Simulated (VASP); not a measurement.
# AlSi2B4 (P6/mmm) in VASP: a series of runs

AlSi2B4 is run at these levels: PBE; tasks: single point, relaxation of cell and atoms.

Everything below comes from runs of VASP 6.6.1. Logs are shortened: lines on timing, memory, paths and dates and some standing lists are left out, and cuts for length are marked.

### 1 The cell of the first run

Symmetry: P6/mmm, No. 191, hexagonal system. The conventional cell has a = 3.475 Å, b = 3.475 Å, c = 7.257 Å, α = 90.00°, β = 90.00°, γ = 120.00°. Al (site symmetry 6/mmm) has 2 Si at 2.09 Å within 2.8 Å. Si (site symmetry 6mm) has 1 B at 1.54 Å and 1 Al at 2.09 Å within 2.1 Å. Within 2.1 Å of B (site symmetry 6/mmm) lie 2 Si at 1.54 Å and 6 B at 1.74 Å. Within 2.4 Å of B (site symmetry mmm) lie 6 B at 1.74 Å and 4 Si at 2.32 Å.

The cell was built from a structure type or drawn by symmetry, and may not be a known phase.

### 2 Single point, PBE

INCAR

```
SYSTEM = AlSi2B4
PREC = Accurate
ENCUT = 520
EDIFF = 1E-7
ISMEAR = 0
SIGMA = 0.1
LREAL = .FALSE.
LASPH = .TRUE.
NELM = 80
ALGO = Normal
ISIF = 2
LWAVE = .FALSE.
LCHARG = .TRUE.
GGA = PE
LELF = .TRUE.
LVHAR = .TRUE.
NBANDS = 20
```

KPOINTS

```
Automatic mesh
0
G
  6 6 4
  0 0 0
```

POSCAR

```
AlSi2B4
1.0
    3.4746151500      0.0000000000      0.0000000000
   -1.7373075800      3.0091049900      0.0000000000
    0.0000000000      0.0000000000      7.2568609500
Al Si B
1 2 4
Direct
    0.0000000000      0.0000000000      0.5000000000
    0.0000000000      0.0000000000      0.7873585300
    0.0000000000      0.0000000000      0.2126414700
    0.0000000000      0.0000000000      0.0000000000
    0.5000000000      0.0000000000      0.0000000000
    0.0000000000      0.5000000000      0.0000000000
    0.5000000000      0.5000000000      0.0000000000
```

Potentials or basis: VASP PAW PBE potentials, release 64 (Al, Si, B).

Started as:

```sh
> cat potpaw_PBE.64/Al/POTCAR potpaw_PBE.64/Si/POTCAR potpaw_PBE.64/B/POTCAR > POTCAR
> mpirun -np 1 vasp_std > vasp.out
```

OUTCAR:

```text
SYSTEM = AlSi2B4
   PREC = Accurate
   ENCUT = 520
   EDIFF = 1E-7
   ISMEAR = 0
   LREAL = .FALSE.
   LASPH = .TRUE.
   NELM = 80
   ISIF = 2
   GGA = PE

 ion  position               nearest neighbor table
   1  0.000  0.000  0.500-   2 2.09   3 2.09
   2  0.000  0.000  0.787-   4 1.54   1 2.09   7 2.32   7 2.32   5 2.32   5 2.32   6 2.32   6 2.32
                             3 3.09
   3  0.000  0.000  0.213-   4 1.54   1 2.09   7 2.32   7 2.32   5 2.32   5 2.32   6 2.32   6 2.32
                             2 3.09
   4  0.000  0.000  0.000-   2 1.54   3 1.54   7 1.74   7 1.74   5 1.74   5 1.74   6 1.74   6 1.74

   5  0.500  0.000  0.000-   6 1.74   6 1.74   4 1.74   4 1.74   7 1.74   7 1.74   2 2.32   3 2.32
                             2 2.32   3 2.32
   6  0.000  0.500  0.000-   5 1.74   5 1.74   7 1.74   7 1.74   4 1.74   4 1.74   3 2.32   3 2.32
                             2 2.32   2 2.32
   7  0.500  0.500  0.000-   4 1.74   4 1.74   6 1.74   6 1.74   5 1.74   5 1.74   2 2.32   2 2.32
                             3 2.32   3 2.32

  LATTYP: Found a hexagonal cell.
 ALAT       =     3.4746151500
 C/A-ratio  =     2.0885366110

  Lattice vectors:

 A1 = (   3.4746151500,   0.0000000000,   0.0000000000)
 A2 = (  -1.7373075800,   3.0091049900,   0.0000000000)
 A3 = (   0.0000000000,   0.0000000000,   7.2568609500)

Analysis of symmetry for initial positions (statically):
=====================================================================
 Subroutine PRICEL returns:
 Original cell was already a primitive cell.

 Routine SETGRP: Setting up the symmetry group for a
 hexagonal supercell.

 Subroutine GETGRP returns: Found 24 space group operations
 (whereof 24 operations were pure point group operations)
 out of a pool of 24 trial point group operations.

The static configuration has the point symmetry D_6h.

Analysis of symmetry for dynamics (positions and initial velocities):
=====================================================================
 Subroutine PRICEL returns:
 Original cell was already a primitive cell.

 Routine SETGRP: Setting up the symmetry group for a
 hexagonal supercell.

 Subroutine GETGRP returns: Found 24 space group operations
 (whereof 24 operations were pure point group operations)
 out of a pool of 24 trial point group operations.

The dynamic configuration has the point symmetry D_6h.

 Subroutine INISYM returns: Found 24 space group operations
 (whereof 24 operations are pure point group operations),
 and found     1 'primitive' translations

----------------------------------------------------------------------------------------

                                     Primitive cell

  volume of cell :      75.8740

  direct lattice vectors                    reciprocal lattice vectors
     3.474615150  0.000000000  0.000000000     0.287801658  0.166162365  0.000000000
    -1.737307580  3.009104990  0.000000000     0.000000000  0.332324729  0.000000000
     0.000000000  0.000000000  7.256860950     0.000000000  0.000000000  0.137800629

  length of vectors
     3.474615150  3.474615154  7.256860950     0.332324729  0.332324729  0.137800629

  position of ions in fractional coordinates (direct lattice)
     0.000000000  0.000000000  0.500000000
     0.000000000  0.000000000  0.787358530
     0.000000000  0.000000000  0.212641470
     0.000000000  0.000000000  0.000000000
     0.500000000  0.000000000  0.000000000
     0.000000000  0.500000000  0.000000000
     0.500000000  0.500000000  0.000000000

  ion indices of the primitive-cell ions
   primitive index   ion index
                 1           1
                 2           2
                 3           3
                 4           4
                 5           5
                 6           6
                 7           7

----------------------------------------------------------------------------------------

 KPOINTS: Automatic mesh

Automatic generation of k-mesh.
 Grid dimensions read from file:
 generate k-points for:    6    6    4

 Generating k-lattice:

  Cartesian coordinates                     Fractional coordinates (reciprocal lattice)
     0.047966943  0.027693727  0.000000000     0.166666667  0.000000000  0.000000000
     0.000000000  0.055387455  0.000000000     0.000000000  0.166666667  0.000000000
     0.000000000  0.000000000  0.034450157     0.000000000  0.000000000  0.250000000

  Length of vectors
     0.055387455  0.055387455  0.034450157

  Shift w.r.t. Gamma in fractional coordinates (k-lattice)
     0.000000000  0.000000000  0.000000000

 Subroutine IBZKPT returns following result:
 ===========================================

 Found     21 irreducible k-points:

 Following reciprocal coordinates:
            Coordinates               Weight
  0.000000  0.000000  0.000000      1.000000
  0.166667  0.000000  0.000000      6.000000
  0.333333  0.000000  0.000000      6.000000
  0.500000  0.000000  0.000000      3.000000
  0.166667  0.166667  0.000000      6.000000
  0.333333  0.166667  0.000000     12.000000
[... 13 lines left out ...]
  0.333333  0.166667  0.500000     12.000000
  0.333333  0.333333  0.500000      2.000000
   k-points           NKPTS =     21   k-points in BZ     NKDIM =     21   number of bands    NBANDS=     20
   number of dos      NEDOS =    301   number of ions     NIONS =      7
   total plane-waves  NPLWV =  42336
   dimension x,y,z NGX =    28 NGY =   28 NGZ =   54
   dimension x,y,z NGXF=    56 NGYF=   56 NGZF=  108
   ions per type =               1   2   4
   NGX,Y,Z   is equivalent  to a cutoff of  13.40, 13.40, 12.37 a.u.
   NGXF,Y,Z  is equivalent  to a cutoff of  26.79, 26.79, 24.74 a.u.
 SYSTEM =  AlSi2B4
   PREC   = accura    normal or accurate (medium, high low for compatibility)
   ISTART =      0    job   : 0-new  1-cont  2-samecut
   ICHARG =      2    charge: 1-file 2-atom 10-const
   ISPIN  =      1    spin polarized calculation?
   LNONCOLLINEAR =      F non collinear calculations
   LSORBIT =      F    spin-orbit coupling
   LASPH  =      T    aspherical Exc in radial PAW
   ENCUT  =  520.0 eV  38.22 Ry    6.18 a.u.   6.46  6.46 13.49*2*pi/ulx,y,z
   NELM   =     80;   NELMIN=  2; NELMDL= -5     # of ELM steps
   EDIFF  = 0.1E-06   stopping-criterion for ELM
   LREAL  =      F    real-space projection
   EDIFFG = 0.1E-05   stopping-criterion for IOM
   NSW    =      0    number of steps for IOM
   IBRION =     -1    ionic relax: 0-MD 1-quasi-New 2-CG
   NFREE  =      0    steps in history (QN), initial steepest desc. (CG)
   ISIF   =      2    stress and relaxation
   ISYM   =      2    0-nonsym 1-usesym 2-fastsym
   POTIM  = 0.5000    time-step for ionic-motion
   TEBEG  =    0.0;   TEEND  =   0.0 temperature during run
   PSTRESS=    0.0 pullay stress
   NELECT =      23.0000    total number of electrons
   NUPDOWN=      -1.0000    fix difference up-down
   EMIN   =  10.00;   EMAX   =-10.00  energy-range for DOS
   EFERMI =   0.00;   METHOD = LEGACY
   ISMEAR =     0;   SIGMA  =   0.10  broadening in eV -4-tet -1-fermi 0-gaus
   EFERMI_NEDOS =   21; number of points for ismear=-14 and -15
   IALGO  =     38    algorithm
   IMIX   =      4    mixing-type and parameters
     AMIX     =   0.40;   BMIX     =  1.00
     AMIX_MAG =   1.60;   BMIX_MAG =  1.00
  volume/ion in A,a.u.               =      10.84        73.15
  Fermi-wavevector in a.u.,A,eV,Ry     =   1.099731  2.078190 16.455000  1.209408
  Thomas-Fermi vector in A             =   2.236130
   LORBIT       =      0    0 simple, 1 ext, 2 COOP (PROOUT), +10 PAW based schemes
   GGA     = PE    functional components
   LHFCALC =     F    Hartree Fock is set to
   AEXX    =    0.0000 exact exchange contribution
   IVDW    =     0    specifies the selected vdW correction
   LEPSILON=     F    determine dielectric tensor
   LRPA    =     F    only Hartree local field effects (RPA)
 non-spin polarized calculation
 Gauss-broadening in eV      SIGMA  =   0.10
  energy-cutoff  :      520.00
  volume of cell :       75.87
 maximum number of plane-waves:      2073
 NGX is ok and might be reduce to    28
   NGX = 13   NGY = 13   NGZ = 27

 number of electron      23.0000000 magnetization

 Free energy of the ion-electron system (eV)
  ---------------------------------------------------
  ext. energy  EPLUGINS =         0.00000000
  ---------------------------------------------------
  free energy    TOTEN  =       -25.34699132 eV

  energy without entropy =      -25.32407789  energy(sigma->0) =      -25.33553460

 E-fermi :   8.2042     XC(G=0): -10.6978

 val. band max:        8.1888939423   @ k =   0.3333   0.1667   0.2500
 cond. band min:       8.2420678890   @ k =   0.1667   0.0000   0.2500
 fundamental gap:      0.0531739466
 Fermi energy:         8.2041975589

 k-point     1 :       0.0000    0.0000    0.0000
  band No.  band energies     occupation
      1     -10.8042      2.00000
      2      -4.9205      2.00000
      3      -2.1521      2.00000
      4      -2.1521      2.00000
      5      -1.3294      2.00000
      6      -0.4412      2.00000
[... 12 lines left out ...]
     19      12.9329      0.00000
     20      15.3680      0.00000

 k-point     2 :       0.1667    0.0000    0.0000
  band No.  band energies     occupation
      1     -10.4860      2.00000
      2      -4.5375      2.00000
      3      -3.3012      2.00000
      4      -2.2165      2.00000
      5      -0.9715      2.00000
      6      -0.8281      2.00000
[... 12 lines left out ...]
     19      14.0925      0.00000
     20      14.6758      0.00000
[... 396 lines left out ...]
      3      -4.3087      2.00000
      4      -2.7828      2.00000
      5       0.8163      2.00000
      6       1.4772      2.00000
[... 12 lines left out ...]
     19      14.2257      0.00000
     20      14.7218      0.00000

 k-point    21 :       0.3333    0.3333    0.5000
  band No.  band energies     occupation
      1      -8.0569      2.00000
      2      -6.0838      2.00000
      3      -6.0838      2.00000
      4      -2.2328      2.00000
      5       1.9855      2.00000
      6       1.9855      2.00000
[... 12 lines left out ...]
     19      15.0798      0.00000
     20      15.0798      0.00000

------------------------ aborting loop because EDIFF is reached ----------------------------------------

  FORCE on cell =-STRESS in cart. coord.  units (eV):
  Direction    XX          YY          ZZ          XY          YZ          ZX
  --------------------------------------------------------------------------------------
  -------------------------------------------------------------------------------------
  Total       12.6511247     12.6511247     64.6895019     -0.0000000     -0.0000000      0.0000000
  in kB      267.1448873    267.1448876   1366.0026387     -0.0000004     -0.0000000      0.0000000
  external PRESSURE =     633.4308045 kB  Pullay stress =       0.0000000 kB

 VOLUME and BASIS-vectors are now :
 -----------------------------------------------------------------------------
  energy-cutoff  :      520.00
  volume of cell :       75.87
      direct lattice vectors                 reciprocal lattice vectors
     3.474615150  0.000000000  0.000000000     0.287801658  0.166162365  0.000000000
    -1.737307580  3.009104990  0.000000000     0.000000000  0.332324729  0.000000000
     0.000000000  0.000000000  7.256860950     0.000000000  0.000000000  0.137800629

 POSITION                                       TOTAL-FORCE (eV/Angst)
 -----------------------------------------------------------------------------------
      0.00000      0.00000      3.62843         0.000000      0.000000     -0.000000
      0.00000      0.00000      5.71375         0.000000      0.000000    -10.942716
      0.00000      0.00000      1.54311        -0.000000     -0.000000     10.942716
      0.00000      0.00000      0.00000         0.000000      0.000000     -0.000000
      1.73731      0.00000      0.00000         0.000000      0.000000     -0.000000
     -0.86865      1.50455      0.00000         0.000000      0.000000     -0.000000
      0.86865      1.50455      0.00000         0.000000      0.000000     -0.000000
 -----------------------------------------------------------------------------------
    total drift:                               -0.000000     -0.000000     -0.000000

  FREE ENERGIE OF THE ION-ELECTRON SYSTEM (eV)
  ---------------------------------------------------
  free  energy   TOTEN  =       -25.3469913183 eV

  energy  without entropy=      -25.3240778893  energy(sigma->0) =      -25.33553460
```

Wall time 28 s (1 thread of Intel Xeon 6975P-C (Granite Rapids), shared host); peak memory 0.19 GiB.

Results:

| Item | Value |
| --- | --- |
| Free energy | -25.3470 eV |
| Pressure | 63.3 GPa |
| Largest force | 10.943 eV/Å |
| Band gap on the k mesh | zero (an odd number of electrons rules out a gap without spin polarisation) |

Forces on the atoms (eV/Å):
```
Al    0.000   0.000   0.000
Si    0.000   0.000 -10.943
Si    0.000   0.000  10.943
B     0.000   0.000   0.000
B     0.000   0.000   0.000
B     0.000   0.000   0.000
B     0.000   0.000   0.000
```

Caveat: the cell stands under pressure; forces of over 1 eV/Å act on the atoms, so gaps and moduli don't describe the material at rest.

### 3 Single point, PBE

This run uses another cell than the first one, of 16.08 Å³/atom.

INCAR

```
PREC = Accurate
ENCUT = 520
EDIFF = 1E-6
ISMEAR = 0
SIGMA = 0.1
LREAL = False
LASPH = True
NELM = 80
ALGO = Normal
ISIF = 2
LWAVE = False
LCHARG = False
GGA = PE
NBANDS = 20
```

KPOINTS

```
Automatic mesh
0
Gamma
  15 15 4
```

POSCAR

```
AlSi2B4
1.0
    3.3322638591      0.0000000000      0.0000000000
   -1.6661319295      2.8858251541      0.0000000000
    0.0000000000      0.0000000000     11.7014528508
Al Si B
1 2 4
Direct
    0.0000000000      0.0000000000      0.5000000000
    0.0000000000      0.0000000000      0.7084888681
    0.0000000000      0.0000000000      0.2915111319
    0.0000000000      0.0000000000      0.0000000000
    0.5000000000      0.0000000000      0.0000000000
    0.0000000000      0.5000000000      0.0000000000
    0.5000000000      0.5000000000      0.0000000000
```

Potentials or basis: VASP PAW PBE potentials, release 64 (Al, Si, B).

Started as:

```sh
> cat potpaw_PBE.64/Al/POTCAR potpaw_PBE.64/Si/POTCAR potpaw_PBE.64/B/POTCAR > POTCAR
> mpirun -np 1 vasp_std > vasp.out
```

It took 2.5 min on 1 thread of Intel Xeon 6975P-C (Granite Rapids), shared host; peak memory 0.34 GiB.

Results (log left out):

| Quantity | Value |
| --- | --- |
| Free energy | -34.9933 eV |
| Pressure | 0.0 GPa |
| Largest force | 0.006 eV/Å |
| Band gap on the k mesh | zero (an odd number of electrons rules out a gap without spin polarisation) |

Forces on the atoms (eV/Å):
```
Al   0.000  0.000  0.000
Si   0.000  0.000 -0.006
Si   0.000  0.000  0.006
B    0.000  0.000  0.000
B    0.000  0.000  0.000
B    0.000  0.000  0.000
B    0.000  0.000  0.000
```

Levels at points of the mesh, in eV from the Fermi level:
```tsv
k point	band 10	band 11	band 12	band 13	band 14	band 15
(0.00, 0.00, 0.00)	0.53	1.78	1.81	1.81	4.73	4.73
(0.00, 0.00, 0.50)	1.26	1.76	1.81	1.81	4.21	4.72
```

### 4 Relaxation of cell and atoms, PBE

This run uses another cell than the first one, of 16.08 Å³/atom.

INCAR

```
PREC = Accurate
ENCUT = 600
EDIFF = 1E-6
ISMEAR = 0
SIGMA = 0.1
LREAL = F
LASPH = T
NELM = 80
ALGO = Normal
ISIF = 3
LWAVE = F
LCHARG = F
GGA = PE
IBRION = 2
NSW = 100
EDIFFG = -0.01
```

KPOINTS

```
regular mesh
0
Gamma
  15 15 4
```

POSCAR is that of step 3.

Started as:

```sh
> cat potpaw_PBE.64/Al/POTCAR potpaw_PBE.64/Si/POTCAR potpaw_PBE.64/B/POTCAR > POTCAR
> mpirun -np 1 vasp_std > vasp.out
```

Wall time 2.9 min (1 thread of Intel Xeon 6975P-C (Granite Rapids), shared host); peak memory 0.36 GiB.

It converged, with:

```yaml
Free_energy: -34.9958 eV
Pressure_after_relaxing: 0.0 GPa
Largest_force_after_relaxing: 0.007 eV/Å
```

Forces on the atoms (eV/Å):
```
Al   0.000  0.000  0.000
Si   0.000  0.000 -0.007
Si   0.000  0.000  0.007
B    0.000  0.000  0.000
B    0.000  0.000  0.000
B    0.000  0.000  0.000
B    0.000  0.000  0.000
```

Final structure:
```
Al Si B
1.0
     3.33226    0.00000    0.00000
    -1.66613    2.88583    0.00000
     0.00000    0.00000   11.70145
Al Si B
1 2 4
Direct
  0.00000 0.00000 0.50000
  0.00000 0.00000 0.70849
  0.00000 0.00000 0.29151
  0.00000 0.00000 0.00000
  0.50000 0.00000 0.00000
  0.00000 0.50000 0.00000
  0.50000 0.50000 0.00000
```

Levels at points of the mesh, in eV from the Fermi level:
| k point | band 8 | band 9 | band 10 | band 11 | band 12 | band 13 | band 14 | band 15 |
| --- | --- | --- | --- | --- | --- | --- | --- | --- |
| (0.00, 0.00, 0.00) | -5.54 | -2.20 | 0.52 | 1.78 | 1.81 | 1.81 | 4.72 | 4.75 |
| (0.00, 0.00, 0.50) | -5.26 | -2.65 | 1.25 | 1.76 | 1.81 | 1.81 | 4.20 | 4.71 |

Caveat: the relaxation stopped at its first step, so nothing moved; the highest band is partly filled, so the run has too few bands.

### 5 Summary

| task | cell | k mesh | cutoff (eV) | gap on the mesh (eV) | pressure (GPa) | largest force (eV/Å) |
| --- | --- | --- | --- | --- | --- | --- |
| single point | a = 3.475, b = 3.475, c = 7.257 Å, angles 90.0, 90.0, 120.0°, 7 atoms, atomic positions A | 6 × 6 × 4 | 520 | none | 63.3 | 10.94 |
| single point | a = 3.332, b = 3.332, c = 11.701 Å, angles 90.0, 90.0, 120.0°, 7 atoms, atomic positions B | 15 × 15 × 4 | 520 | none | 0.0 | 0.01 |
| relaxation of cell and atoms | relaxed from a = 3.332, b = 3.332, c = 11.701 Å, angles 90.0, 90.0, 120.0°, 7 atoms, atomic positions B | 15 × 15 × 4 | 600 | - | 0.0 | 0.01 |

Alike in all rows: level PBE; potentials or basis VASP PAW PBE potentials, release 64 (Al, Si, B); no spin polarisation; smearing gaussian 0.1 eV.

Caveats: the cell stands under pressure (at least some runs); forces of over 1 eV/Å act on the atoms, so gaps and moduli don't describe the material at rest (at least some runs); the relaxation stopped at its first step, so nothing moved (at least some runs); the highest band is partly filled, so the run has too few bands (at least some runs).

Absolute energies hang on the potentials; compare differences alone.
